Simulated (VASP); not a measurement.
Here is a VASP 6.6.1 calculation.

The input INCAR:

```
PREC = Accurate
ENCUT = 520
EDIFF = 1E-6
ISMEAR = 0
SIGMA = 0.05
LREAL = F
LASPH = T
NELM = 150
ALGO = Normal
ISIF = 2
LWAVE = F
LCHARG = F
LNONCOLLINEAR = T
MAGMOM = 0 0 0
LORBIT = 11
LSORBIT = T
GGA_COMPAT = F
LORBMOM = T
LMAXMIX = 6
GGA = PE
NBANDS = 35
```

The input KPOINTS:

```
regular mesh
0
Gamma
  14 14 14
```

File POSCAR:

```
Yb
1.0
    0.0000000000      2.6209737320      2.6209737320
    2.6209737320      0.0000000000      2.6209737320
    2.6209737320      2.6209737320      0.0000000000
Yb
1
Direct
    0.0000000000      0.0000000000      0.0000000000
```

Potentials or basis: VASP PAW PBE potentials, release 64 (Yb).

Run with:

```sh
$ cat potpaw_PBE.64/Yb/POTCAR > POTCAR
$ mpirun -np 1 vasp_ncl > vasp.out
```

Q: Estimate the pressure.

A: 0.9 GPa.

Q: Predict the net moment.

A: 0.00 μB per cell.

Moments on the atoms (μB; x, y, z):
```
Yb  0.00 0.00 0.00
```

The state reached can hang on the start; a lower one may exist.
